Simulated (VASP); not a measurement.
# BeB26P27 (a cell with a defect) in VASP: electric field gradients with PBE

Aim: the electric field gradients of BeB26P27 (a cell with a defect) with PBE.

Program: VASP 6.6.1. These are calculated values, not measurements. Logs are shortened: lines on timing, memory, paths and dates and some standing lists are left out, and cuts for length are marked.

### Step 1. The cell of the first run

The cell holds a defect, 54 atoms: a = 9.627 Å, b = 9.627 Å, c = 9.627 Å, α = 60.00°, β = 60.00°, γ = 60.00°.

### Step 2. Electric field gradients, PBE

INCAR

```
  ALGO = Normal
  EDIFF = 1E-8
  ENCUT = 520
  GGA = PE
  ISIF = 2
  ISMEAR = -1
  LASPH = T
  LCHARG = F
  LEFG = T
  LREAL = Auto
  LWAVE = F
  NBANDS = 140
  NELECT = 216.0
  NELM = 60
  PREC = Accurate
  SIGMA = 0.01
```

KPOINTS

```
k-points
0
Gamma
  3 3 3
```

POSCAR

```
BeB26P27
1.0
    0.0000000000      6.8070000000      6.8070000000
    6.8070000000      0.0000000000      6.8070000000
    6.8070000000      6.8070000000      0.0000000000
Be B P
1 26 27
Direct
    0.0000000000      0.0000000000      0.0000000000
    0.0000000000      0.0000000000      0.3333333333
    0.0000000000      0.0000000000      0.6666666667
    0.0000000000      0.3333333333      0.0000000000
    0.0000000000      0.3333333333      0.3333333333
    0.0000000000      0.3333333333      0.6666666667
    0.0000000000      0.6666666667      0.0000000000
    0.0000000000      0.6666666667      0.3333333333
    0.0000000000      0.6666666667      0.6666666667
    0.3333333333      0.0000000000      0.0000000000
    0.3333333333      0.0000000000      0.3333333333
    0.3333333333      0.0000000000      0.6666666667
    0.3333333333      0.3333333333      0.0000000000
    0.3333333333      0.3333333333      0.3333333333
    0.3333333333      0.3333333333      0.6666666667
    0.3333333333      0.6666666667      0.0000000000
    0.3333333333      0.6666666667      0.3333333333
    0.3333333333      0.6666666667      0.6666666667
    0.6666666667      0.0000000000      0.0000000000
    0.6666666667      0.0000000000      0.3333333333
    0.6666666667      0.0000000000      0.6666666667
    0.6666666667      0.3333333333      0.0000000000
    0.6666666667      0.3333333333      0.3333333333
    0.6666666667      0.3333333333      0.6666666667
    0.6666666667      0.6666666667      0.0000000000
    0.6666666667      0.6666666667      0.3333333333
    0.6666666667      0.6666666667      0.6666666667
    0.0833333333      0.0833333333      0.0833333333
    0.0833333333      0.0833333333      0.4166666667
    0.0833333333      0.0833333333      0.7500000000
    0.0833333333      0.4166666667      0.0833333333
    0.0833333333      0.4166666667      0.4166666667
    0.0833333333      0.4166666667      0.7500000000
    0.0833333333      0.7500000000      0.0833333333
    0.0833333333      0.7500000000      0.4166666667
    0.0833333333      0.7500000000      0.7500000000
    0.4166666667      0.0833333333      0.0833333333
    0.4166666667      0.0833333333      0.4166666667
    0.4166666667      0.0833333333      0.7500000000
    0.4166666667      0.4166666667      0.0833333333
    0.4166666667      0.4166666667      0.4166666667
    0.4166666667      0.4166666667      0.7500000000
    0.4166666667      0.7500000000      0.0833333333
    0.4166666667      0.7500000000      0.4166666667
    0.4166666667      0.7500000000      0.7500000000
    0.7500000000      0.0833333333      0.0833333333
    0.7500000000      0.0833333333      0.4166666667
    0.7500000000      0.0833333333      0.7500000000
    0.7500000000      0.4166666667      0.0833333333
    0.7500000000      0.4166666667      0.4166666667
    0.7500000000      0.4166666667      0.7500000000
    0.7500000000      0.7500000000      0.0833333333
    0.7500000000      0.7500000000      0.4166666667
    0.7500000000      0.7500000000      0.7500000000
```

Potentials or basis: VASP PAW PBE potentials, release 64 (Be, B, P).

On the command line:

```
$ cat potpaw_PBE.64/Be/POTCAR potpaw_PBE.64/B/POTCAR potpaw_PBE.64/P/POTCAR > POTCAR
$ mpirun -np 1 vasp_std > vasp.out
```

OUTCAR:

```text
EDIFF = 1E-8
   ENCUT = 520
   GGA = PE
   ISIF = 2
   ISMEAR = -1
   LASPH = T
   LREAL = Auto
   NELECT = 216.0
   NELM = 60
   PREC = Accurate

 ion  position               nearest neighbor table
   1  0.000  0.000  0.000-  28 1.97  30 1.97  34 1.97  46 1.97
   2  0.000  0.000  0.333-  28 1.97  29 1.97  35 1.97  47 1.97
   3  0.000  0.000  0.667-  30 1.97  29 1.97  36 1.97  48 1.97
   4  0.000  0.333  0.000-  28 1.97  31 1.97  33 1.97  49 1.97
   5  0.000  0.333  0.333-  50 1.97  31 1.97  29 1.97  32 1.97
   6  0.000  0.333  0.667-  30 1.97  32 1.97  33 1.97  51 1.97
[... 46 lines left out ...]
  53  0.750  0.750  0.417-   8 1.97  20 1.97  26 1.97  27 1.97
  54  0.750  0.750  0.750-  27 1.97  21 1.97  25 1.97   9 1.97

  LATTYP: Found a face centered cubic cell.
 ALAT       =    13.6140000000

  Lattice vectors:

 A1 = (   0.0000000000,   6.8070000000,   6.8070000000)
 A2 = (   6.8070000000,   0.0000000000,   6.8070000000)
 A3 = (   6.8070000000,   6.8070000000,   0.0000000000)

Analysis of symmetry for initial positions (statically):
=====================================================================
 Subroutine PRICEL returns:
 Original cell was already a primitive cell.

 Routine SETGRP: Setting up the symmetry group for a
 face centered cubic supercell.

 Subroutine GETGRP returns: Found 24 space group operations
 (whereof 24 operations were pure point group operations)
 out of a pool of 48 trial point group operations.

The static configuration has the point symmetry T_d .

Analysis of symmetry for dynamics (positions and initial velocities):
=====================================================================
 Subroutine PRICEL returns:
 Original cell was already a primitive cell.

 Routine SETGRP: Setting up the symmetry group for a
 face centered cubic supercell.

 Subroutine GETGRP returns: Found 24 space group operations
 (whereof 24 operations were pure point group operations)
 out of a pool of 48 trial point group operations.

The dynamic configuration has the point symmetry T_d .

 Subroutine INISYM returns: Found 24 space group operations
 (whereof 24 operations are pure point group operations),
 and found     1 'primitive' translations

----------------------------------------------------------------------------------------

                                     Primitive cell

  volume of cell :     630.8081

  direct lattice vectors                    reciprocal lattice vectors
     0.000000000  6.807000000  6.807000000    -0.073453798  0.073453798  0.073453798
     6.807000000  0.000000000  6.807000000     0.073453798 -0.073453798  0.073453798
     6.807000000  6.807000000  0.000000000     0.073453798  0.073453798 -0.073453798

  length of vectors
     9.626551719  9.626551719  9.626551719     0.127225709  0.127225709  0.127225709

  position of ions in fractional coordinates (direct lattice)
     0.000000000  0.000000000  0.000000000
     0.000000000  0.000000000  0.333333333
     0.000000000  0.000000000  0.666666667
     0.000000000  0.333333333  0.000000000
     0.000000000  0.333333333  0.333333333
     0.000000000  0.333333333  0.666666667
[... 46 lines left out ...]
     0.750000000  0.750000000  0.416666667
     0.750000000  0.750000000  0.750000000

  ion indices of the primitive-cell ions
   primitive index   ion index
                 1           1
                 2           2
                 3           3
                 4           4
                 5           5
                 6           6
[... 46 lines left out ...]
                53          53
                54          54

----------------------------------------------------------------------------------------
[... 53 lines left out ...]
   IBRION =     -1    ionic relax: 0-MD 1-quasi-New 2-CG
   NFREE  =      0    steps in history (QN), initial steepest desc. (CG)
   ISIF   =      2    stress and relaxation
   ISYM   =      2    0-nonsym 1-usesym 2-fastsym
   POTIM  = 0.5000    time-step for ionic-motion
   TEBEG  =    0.0;   TEEND  =   0.0 temperature during run
   PSTRESS=    0.0 pullay stress
   NELECT =     216.0000    total number of electrons
   NUPDOWN=      -1.0000    fix difference up-down
   EMIN   =  10.00;   EMAX   =-10.00  energy-range for DOS
   EFERMI =   0.00;   METHOD = LEGACY
   ISMEAR =    -1;   SIGMA  =   0.01  broadening in eV -4-tet -1-fermi 0-gaus
   EFERMI_NEDOS =   21; number of points for ismear=-14 and -15
   IALGO  =     38    algorithm
   IMIX   =      4    mixing-type and parameters
     AMIX     =   0.40;   BMIX     =  1.00
     AMIX_MAG =   1.60;   BMIX_MAG =  1.00
  volume/ion in A,a.u.               =      11.68        78.83
  Fermi-wavevector in a.u.,A,eV,Ry     =   1.145320  2.164342 17.847562  1.311759
  Thomas-Fermi vector in A             =   2.282009
   LORBIT       =      0    0 simple, 1 ext, 2 COOP (PROOUT), +10 PAW based schemes
   GGA     = PE    functional components
   LHFCALC =     F    Hartree Fock is set to
   AEXX    =    0.0000 exact exchange contribution
   IVDW    =     0    specifies the selected vdW correction
   LEPSILON=     F    determine dielectric tensor
   LRPA    =     F    only Hartree local field effects (RPA)
 non-spin polarized calculation
  energy-cutoff  :      520.00
  volume of cell :      630.81
 maximum number of plane-waves:     17033
   NGX = 35   NGY = 35   NGZ = 35

 number of electron     216.0000004 magnetization

 Free energy of the ion-electron system (eV)
  ---------------------------------------------------
  ext. energy  EPLUGINS =         0.00000000
  ---------------------------------------------------
  free energy    TOTEN  =      -337.23868141 eV

  energy without entropy =     -337.23868141  energy(sigma->0) =     -337.23868141

 E-fermi :   7.8627     XC(G=0): -10.9162

 val. band max:        7.5839095967   @ k =   0.0000   0.0000   0.0000
 cond. band min:       8.7004140116   @ k =   0.3333   0.3333   0.0000
 fundamental gap:      1.1165044149
 Fermi energy:         7.8627084073

 k-point     1 :       0.0000    0.0000    0.0000
  band No.  band energies     occupation
      1      -8.0338      2.00000
      2      -6.2016      2.00000
      3      -6.1749      2.00000
      4      -6.1749      2.00000
      5      -6.1749      2.00000
      6      -6.1160      2.00000
[... 481 lines left out ...]
    119      10.7169      0.00000
    120      10.7247      0.00000
 [bands above 120 left out]

------------------------ aborting loop because EDIFF is reached ----------------------------------------

  FORCE on cell =-STRESS in cart. coord.  units (eV):
  Direction    XX          YY          ZZ          XY          YZ          ZX
  --------------------------------------------------------------------------------------
  -------------------------------------------------------------------------------------
  Total       20.6485845     20.6485845     20.6485845      0.0000000      0.0000000     -0.0000000
  in kB       52.4449434     52.4449434     52.4449434      0.0000000      0.0000000     -0.0000000
  external PRESSURE =      52.4449434 kB  Pullay stress =       0.0000000 kB

 VOLUME and BASIS-vectors are now :
 -----------------------------------------------------------------------------
  energy-cutoff  :      520.00
  volume of cell :      630.81
      direct lattice vectors                 reciprocal lattice vectors
     0.000000000  6.807000000  6.807000000    -0.073453798  0.073453798  0.073453798
     6.807000000  0.000000000  6.807000000     0.073453798 -0.073453798  0.073453798
     6.807000000  6.807000000  0.000000000     0.073453798  0.073453798 -0.073453798

 POSITION                                       TOTAL-FORCE (eV/Angst)
 -----------------------------------------------------------------------------------
      0.00000      0.00000      0.00000         0.000000      0.000000     -0.000000
      2.26900      2.26900      0.00000         0.083635      0.083635      0.293189
      4.53800      4.53800      0.00000        -0.083635     -0.083635      0.293189
      2.26900      0.00000      2.26900         0.083635      0.293189      0.083635
      4.53800      2.26900      2.26900        -0.032951      0.032951      0.032951
      6.80700      4.53800      2.26900        -0.293189     -0.083635      0.083635
[... 46 lines left out ...]
      7.94150      7.94150     10.21050         0.033601      0.033601      0.116065
     10.21050     10.21050     10.21050         0.000000      0.000000     -0.000000
 -----------------------------------------------------------------------------------
    total drift:                                0.000002      0.000002      0.000003

  FREE ENERGIE OF THE ION-ELECTRON SYSTEM (eV)
  ---------------------------------------------------
  free  energy   TOTEN  =      -337.2386814108 eV

  energy  without entropy=     -337.2386814108  energy(sigma->0) =     -337.23868141

 Electric field gradients (V/A^2)
---------------------------------------------------------------------
 ion       V_xx      V_yy      V_zz      V_xy      V_xz      V_yz
---------------------------------------------------------------------
   1      -0.000    -0.000    -0.000     0.000     0.000     0.000
   2       0.003     0.003    -0.006    -1.291     0.773     0.773
   3       0.003     0.003    -0.006    -1.291    -0.773    -0.773
   4       0.003    -0.006     0.003     0.773    -1.291     0.773
   5      -0.000     0.000     0.000    -0.250    -0.250     0.250
   6      -0.006     0.003     0.003     0.773    -0.773     1.291
[... 46 lines left out ...]
  53       0.327     0.327    -0.654     3.308     0.380     0.380
  54      -0.000     0.000     0.000    -0.000    -0.000    -0.000
---------------------------------------------------------------------

 Electric field gradients after diagonalization (V/A^2)
 (convention: |V_zz| > |V_xx| > |V_yy|)
----------------------------------------------------------------------
 ion       V_xx      V_yy      V_zz     asymmetry (V_yy - V_xx)/ V_zz
----------------------------------------------------------------------
   1      -0.000    -0.000     0.000       0.000
   2       1.294     0.620    -1.914       0.352
   3       1.294     0.620    -1.914       0.352
   4       1.294     0.620    -1.914       0.352
   5      -0.250    -0.250     0.499       0.000
   6       1.294     0.620    -1.914       0.352
[... 46 lines left out ...]
  53      -2.981    -0.721     3.702       0.611
  54       0.000     0.000    -0.000       0.000
----------------------------------------------------------------------

           NMR quadrupolar parameters

 Cq : quadrupolar parameter    Cq=e*Q*V_zz/h
 eta: asymmetry parameters     (V_yy - V_xx)/ V_zz
 Q  : nuclear electric quadrupole moment in mb (millibarn)
----------------------------------------------------------------------
 ion       Cq(MHz)       eta       Q (mb)
----------------------------------------------------------------------
   1       0.000       0.000       1.000
   2      -0.005       0.352       1.000
   3      -0.005       0.352       1.000
   4      -0.005       0.352       1.000
   5       0.001       0.000       1.000
   6      -0.005       0.352       1.000
[... 46 lines left out ...]
  53       0.009       0.611       1.000
  54      -0.000       0.000       1.000
----------------------------------------------------------------------
```

It took 24 min on 1 thread of Intel Xeon 8259CL, shared host; peak memory 0.86 GiB.

Results:

```yaml
Free_energy: -337.2387 eV
Largest_force: 1.165 eV/Å
Largest_electric_field_gradient_by_atom: Be -0.0; B -1.9, +0.5, +0.3 (each value once); P -70.4, -5.6, +3.7, -1.1, +0.0 (each value once) V/Å²
```

Forces in eV/Å, atoms in the order of the input:
```
Be   0.000  0.000  0.000
B    0.084  0.084  0.293
B   -0.084 -0.084  0.293
B    0.084  0.293  0.084
B   -0.033  0.033  0.033
B   -0.293 -0.084  0.084
B   -0.084  0.293 -0.084
B   -0.293  0.084 -0.084
B   -0.052  0.052  0.052
B    0.293  0.084  0.084
B    0.033 -0.033  0.033
B   -0.084 -0.293  0.084
B    0.033  0.033 -0.033
B   -0.033 -0.033 -0.033
B    0.000  0.000  0.010
B   -0.084  0.084 -0.293
B    0.000  0.010  0.000
B   -0.010  0.000  0.000
B    0.293 -0.084 -0.084
B    0.084 -0.293 -0.084
B    0.052 -0.052  0.052
B    0.084 -0.084 -0.293
B    0.010  0.000  0.000
B    0.000 -0.010  0.000
B    0.052  0.052 -0.052
B    0.000  0.000 -0.010
B   -0.052 -0.052 -0.052
P    0.673  0.673  0.673
P    0.000  0.000 -0.312
P   -0.673 -0.673  0.673
P    0.000 -0.312  0.000
P    0.312  0.000  0.000
P    0.034 -0.034 -0.116
P   -0.673  0.673 -0.673
P    0.034 -0.116 -0.034
P    0.116 -0.034 -0.034
P   -0.312  0.000  0.000
P    0.000  0.312  0.000
P   -0.034  0.034 -0.116
P    0.000  0.000  0.312
P   -0.008 -0.008 -0.008
P    0.008  0.008 -0.008
P   -0.034 -0.116  0.034
P    0.008 -0.008  0.008
P    0.116  0.034  0.034
P    0.673 -0.673 -0.673
P   -0.116  0.034 -0.034
P   -0.034  0.116 -0.034
P   -0.116 -0.034  0.034
P   -0.008  0.008  0.008
P    0.034  0.116  0.034
P   -0.034 -0.034  0.116
P    0.034  0.034  0.116
P    0.000  0.000  0.000
```

Electric field gradients, principal values (V/Å²):
```
atom   least  middle  greatest (by size)
1 Be   0.000   0.000               0.000
 2 B   0.620   1.294              -1.914
 3 B   0.620   1.294              -1.914
 4 B   0.620   1.294              -1.914
 5 B  -0.250  -0.250               0.499
 6 B   0.620   1.294              -1.914
 7 B   0.620   1.294              -1.914
 8 B   0.620   1.294              -1.914
 9 B  -0.238  -0.238               0.476
10 B   0.620   1.294              -1.914
11 B  -0.250  -0.250               0.499
12 B   0.620   1.294              -1.914
13 B  -0.250  -0.250               0.499
14 B  -0.250  -0.250               0.499
15 B  -0.026  -0.238               0.264
16 B   0.620   1.294              -1.914
17 B  -0.026  -0.238               0.264
18 B  -0.026  -0.238               0.264
19 B   0.620   1.294              -1.914
20 B   0.620   1.294              -1.914
21 B  -0.238  -0.238               0.476
22 B   0.620   1.294              -1.914
23 B  -0.026  -0.238               0.264
24 B  -0.026  -0.238               0.264
25 B  -0.238  -0.238               0.476
26 B  -0.026  -0.238               0.264
27 B  -0.238  -0.238               0.476
28 P  35.184  35.184             -70.369
29 P   0.032   5.581              -5.613
30 P  35.184  35.184             -70.369
31 P   0.032   5.581              -5.613
32 P   0.032   5.581              -5.613
33 P  -0.721  -2.981               3.702
34 P  35.184  35.184             -70.369
35 P  -0.721  -2.981               3.702
36 P  -0.721  -2.981               3.702
37 P   0.032   5.581              -5.613
38 P   0.032   5.581              -5.613
39 P  -0.721  -2.981               3.702
40 P   0.032   5.581              -5.613
41 P   0.538   0.538              -1.077
42 P   0.538   0.538              -1.077
43 P  -0.721  -2.981               3.702
44 P   0.538   0.538              -1.077
45 P  -0.721  -2.981               3.702
46 P  35.184  35.184             -70.369
47 P  -0.721  -2.981               3.702
48 P  -0.721  -2.981               3.702
49 P  -0.721  -2.981               3.702
50 P   0.538   0.538              -1.077
51 P  -0.721  -2.981               3.702
52 P  -0.721  -2.981               3.702
53 P  -0.721  -2.981               3.702
54 P   0.000   0.000               0.000
```

Caveat: the cell carries a net charge on a neutralising background, which shifts energy and pressure; the cell is charged against a uniform background, so pressure and absolute levels hang on convention; without QUAD_EFG the Cq values of the log hold for a quadrupole moment of 1 mb, not for the nuclei.
